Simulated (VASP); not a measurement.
# H2PbO3 (P6mm) in VASP: notebook, part 2 of 2

VASP 6.6.1. The steps go on from the part before.

## Step 4: Relaxation of cell and atoms, PBE

This run uses another cell than the first one, of 11.41 Å³/atom.

File INCAR:

```
SYSTEM = H2PbO3
PREC = Accurate ; ENCUT = 600
EDIFF = 1E-6 ; ISMEAR = 0
SIGMA = 0.1 ; LREAL = .FALSE.
LASPH = .TRUE. ; NELM = 60
ALGO = Normal ; ISIF = 3
LWAVE = .FALSE. ; LCHARG = .FALSE.
GGA = PE ; IBRION = 2
NSW = 90 ; EDIFFG = -0.04
```

File KPOINTS:

```
regular mesh
0
G
  6 6 6
  0 0 0
```

File POSCAR:

```
H2PbO3
1.0
    4.8283093400      0.0000000000      0.0000000000
   -2.4141546700      4.1814385500      0.0000000000
    0.0000000000      0.0000000000      3.3912574700
H Pb O
2 1 3
Direct
    0.6666666700      0.3333333300      0.9631379800
    0.3333333300      0.6666666700      0.9631379800
    0.0000000000      0.0000000000      0.8888130200
    0.5000000000      0.5000000000      0.4595159900
    0.5000000000      0.0000000000      0.4595159900
    0.0000000000      0.5000000000      0.4595159900
```

Potentials or basis: VASP PAW PBE potentials, release 64 (H, Pb_d, O).

The run is started by

```sh
> cat potpaw_PBE.64/H/POTCAR potpaw_PBE.64/Pb_d/POTCAR potpaw_PBE.64/O/POTCAR > POTCAR
> mpirun -np 1 vasp_std > vasp.out
```

OUTCAR:

```text
SYSTEM = H2PbO3
   PREC = Accurate
   ENCUT = 600
   EDIFF = 1E-6
   ISMEAR = 0
   LREAL = .FALSE.
   LASPH = .TRUE.
   NELM = 60
   ISIF = 3
   GGA = PE
   IBRION = 2
   NSW = 90
   EDIFFG = -0.04

 ion  position               nearest neighbor table
   1  0.667  0.333  0.963-
   2  0.333  0.667  0.963-
   3  0.000  0.000  0.889-   5 2.82   5 2.82   6 2.82   6 2.82   4 2.82   4 2.82
   4  0.500  0.500  0.460-   3 2.82   3 2.82
   5  0.500  0.000  0.460-   3 2.82   3 2.82
   6  0.000  0.500  0.460-   3 2.82   3 2.82

  LATTYP: Found a hexagonal cell.
 ALAT       =     4.8283093400
 C/A-ratio  =     0.7023695524

  Lattice vectors:

 A1 = (   4.8283093400,   0.0000000000,   0.0000000000)
 A2 = (  -2.4141546700,   4.1814385500,   0.0000000000)
 A3 = (   0.0000000000,   0.0000000000,   3.3912574700)

Analysis of symmetry for initial positions (statically):
=====================================================================
 Subroutine PRICEL returns:
 Original cell was already a primitive cell.

 Routine SETGRP: Setting up the symmetry group for a
 hexagonal supercell.

 Subroutine GETGRP returns: Found 12 space group operations
 (whereof 12 operations were pure point group operations)
 out of a pool of 24 trial point group operations.
[... 166 lines left out ...]

 Free energy of the ion-electron system (eV)
  ---------------------------------------------------
  ext. energy  EPLUGINS =         0.00000000
  ---------------------------------------------------
  free energy    TOTEN  =       -19.74468977 eV

  energy without entropy =      -19.73055399  energy(sigma->0) =      -19.73762188

------------------------ aborting loop because EDIFF is reached ----------------------------------------

  FORCE on cell =-STRESS in cart. coord.  units (eV):
  Direction    XX          YY          ZZ          XY          YZ          ZX
  --------------------------------------------------------------------------------------
  -------------------------------------------------------------------------------------
  Total       -3.8193054     -3.8193055    -10.1234274      0.0000000      0.0000000      0.0000000
  in kB      -89.3744548    -89.3744550   -236.8953782      0.0000000      0.0000000      0.0000000
  external PRESSURE =    -138.5480960 kB  Pullay stress =       0.0000000 kB
[... 1272 lines left out ...]
     20       8.5975      0.00000
     21       8.8730      0.00000

 [... further k-points ...]

[... ionic steps 4 to 52 ...]

--------------------------------------- Ionic step       53  -------------------------------------------

 number of electron      34.0000000 magnetization

------------------------ aborting loop because EDIFF is reached ----------------------------------------
[... 75 lines left out ...]
--------------------------------------- Ionic step       55  -------------------------------------------

 number of electron      34.0000004 magnetization

 Free energy of the ion-electron system (eV)
  ---------------------------------------------------
  ext. energy  EPLUGINS =         0.00000000
  ---------------------------------------------------
  free energy    TOTEN  =       -25.89296803 eV

  energy without entropy =      -25.85808812  energy(sigma->0) =      -25.87552807

 E-fermi :   2.7938     XC(G=0):  -9.8526

 val. band max:        2.7167864178   @ k =   0.1667   0.1667   0.1667
 cond. band min:       2.7939599480   @ k =   0.3333   0.1667   0.0000
 fundamental gap:      0.0771735302
 Fermi energy:         2.7938377575
[... 609 lines left out ...]
  FREE ENERGIE OF THE ION-ELECTRON SYSTEM (eV)
  ---------------------------------------------------
  free  energy   TOTEN  =       -25.8929680278 eV

  energy  without entropy=      -25.8580881192  energy(sigma->0) =      -25.87552807

 reached required accuracy - stopping structural energy minimisation
```

OSZICAR:

```text
N       E                     dE             d eps       ncg     rms          rms(c)
DAV:   1     0.358198954585E+03    0.35820E+03   -0.17922E+04  1176   0.197E+03
[... 526 lines left out ...]
DAV:   1    -0.259103743192E+02   -0.20864E-01   -0.30406E+00  1176   0.163E+01    0.931E-01
DAV:   2    -0.259004959414E+02    0.98784E-02   -0.85275E-02  1378   0.303E+00    0.516E-01
DAV:   3    -0.258930531157E+02    0.74428E-02   -0.12333E-02  1718   0.185E+00    0.105E-01
DAV:   4    -0.258929761367E+02    0.76979E-04   -0.18726E-03  1501   0.414E-01    0.370E-02
DAV:   5    -0.258929642588E+02    0.11878E-04   -0.16593E-04  1442   0.237E-01    0.112E-02
DAV:   6    -0.258929673634E+02   -0.31046E-05   -0.25393E-05  1610   0.658E-02    0.596E-03
DAV:   7    -0.258929680278E+02   -0.66441E-06   -0.12431E-06   809   0.163E-02
  55 F= -.25892968E+02 E0= -.25875528E+02  d E =-.345724E-02
```

Run time: 11 min. Hardware: 1 thread of Intel Xeon 6975P-C (Granite Rapids), shared host; peak memory 0.25 GiB.

What came out:

```yaml
Free_energy: -25.8930 eV
Relaxed_volume: 11.16 Å³/atom
Relaxed_cell: a = 4.583 Å, b = 4.583 Å, c = 3.682 Å, α = 90.00°, β = 90.00°, γ = 120.00°
Space_group_after_relaxing_to_0.1_Å: P6mm (No. 183)
Energy_gained_by_relaxing: 1024.7 meV/atom
Ionic_steps: 55
Pressure_after_relaxing: 0.2 GPa
Largest_force_after_relaxing: 0.020 eV/Å
Band_gap_on_the_k_mesh: zero (bands 17 and 18 overlap by 1.10 eV)
```

Forces in eV/Å, atoms in the order of the input:
```
H    0.000  0.000 -0.020
H    0.000  0.000 -0.020
Pb   0.000  0.000 -0.003
O    0.000  0.000  0.014
O    0.000  0.000  0.014
O    0.000  0.000  0.014
```

Stress tensor (GPa, compression positive):
```
 0.31  0.00  0.00
 0.00  0.31  0.00
 0.00  0.00 -0.13
```

The path:
| step | energy change (eV) | largest force (eV/Å) | pressure (GPa) | volume (Å³) |
| --- | --- | --- | --- | --- |
| 1 | 0.0000 | 0.4002 | -13.85 | 68.47 |
| 3 | -1.0859 | 0.2128 | 2.09 | 54.22 |
| 5 | -1.2366 | 0.3713 | 3.38 | 53.15 |
| 7 | -1.2842 | 0.6477 | -0.47 | 54.80 |
| 9 | -1.3355 | 1.1629 | -6.35 | 58.00 |
| 11 | -1.4909 | 1.7525 | -9.25 | 60.10 |
| 13 | -2.4361 | 2.5557 | -16.28 | 69.01 |
| 15 | -3.0807 | 1.7459 | -18.30 | 79.21 |
| 17 | -3.2074 | 1.4676 | -18.27 | 81.27 |
| 19 | -3.3982 | 1.0225 | -18.02 | 83.81 |
| 21 | -4.2801 | 0.8680 | -16.62 | 78.30 |
| 23 | -5.9697 | 0.2079 | 7.54 | 58.28 |
| 25 | -6.0316 | 0.2664 | 1.39 | 60.77 |
| 27 | -6.0377 | 0.2363 | 2.24 | 60.53 |
| 29 | -6.0815 | 0.1452 | 1.11 | 62.23 |
| 31 | -6.0871 | 0.1174 | 0.61 | 63.06 |
| 33 | -6.0928 | 0.1038 | -0.75 | 63.67 |
| 35 | -6.0978 | 0.0645 | 0.29 | 62.61 |
| 37 | -6.0990 | 0.0678 | 0.19 | 62.80 |
| 39 | -6.1013 | 0.0550 | 0.47 | 63.06 |
| 41 | -6.1028 | 0.0615 | -0.10 | 63.51 |
| 43 | -6.1030 | 0.0705 | -0.37 | 63.74 |
| 45 | -6.1080 | 0.0877 | -0.28 | 63.83 |
| 47 | -6.1140 | 0.1902 | 0.89 | 64.21 |
| 49 | -6.1185 | 0.1321 | 0.41 | 64.09 |
| 51 | -6.1228 | 0.1507 | 0.75 | 64.52 |
| 53 | -6.1363 | 0.1016 | 0.04 | 65.62 |
| 55 | -6.1483 | 0.0200 | 0.16 | 66.97 |

Final structure:
```yaml
crystal:
  lattice:
    - [4.58277, 0.00000, 0.00000]
    - [-2.29138, 3.96879, 0.00000]
    - [0.00000, 0.00000, 3.68224]
  atoms:
    - { symbol: H, position: [0.66667, 0.33333, 0.27452] }
    - { symbol: H, position: [0.33333, 0.66667, 0.27452] }
    - { symbol: Pb, position: [0.00000, 0.00000, 0.67449] }
    - { symbol: O, position: [0.50000, 0.50000, 0.32337] }
    - { symbol: O, position: [0.50000, 0.00000, 0.32337] }
    - { symbol: O, position: [0.00000, 0.50000, 0.32337] }
```

Caveat: spin-orbit coupling is left out, which moves the levels of the heavy elements.

## Step 5: Overview

```csv
task,cell,cutoff (eV),gap on the mesh (eV),pressure (GPa),largest force (eV/Å)
single point,"a = 4.586, b = 4.586, c = 3.650 Å, angles 90.0, 90.0, 120.0°, 6 atoms, atomic positions A",520,none,0.1,0.01
single point,"a = 4.828, b = 4.828, c = 3.391 Å, angles 90.0, 90.0, 120.0°, 6 atoms, atomic positions B",520,none,-13.8,0.40
relaxation of cell and atoms,"relaxed from a = 4.828, b = 4.828, c = 3.391 Å, angles 90.0, 90.0, 120.0°, 6 atoms, atomic positions B",600,none,0.2,0.02
```

Alike in all rows: level PBE; potentials or basis VASP PAW PBE potentials, release 64 (H, Pb_d, O); no spin polarisation; k mesh 6 × 6 × 6; smearing gaussian 0.1 eV.

Caveats: spin-orbit coupling is left out, which moves the levels of the heavy elements; the stress differs along the axes, from -24 to -9 GPa (at least some runs).

Absolute energies hang on the potentials; compare differences alone.

The gap in the log of VASP goes by the Fermi energy; the results here count the filled bands.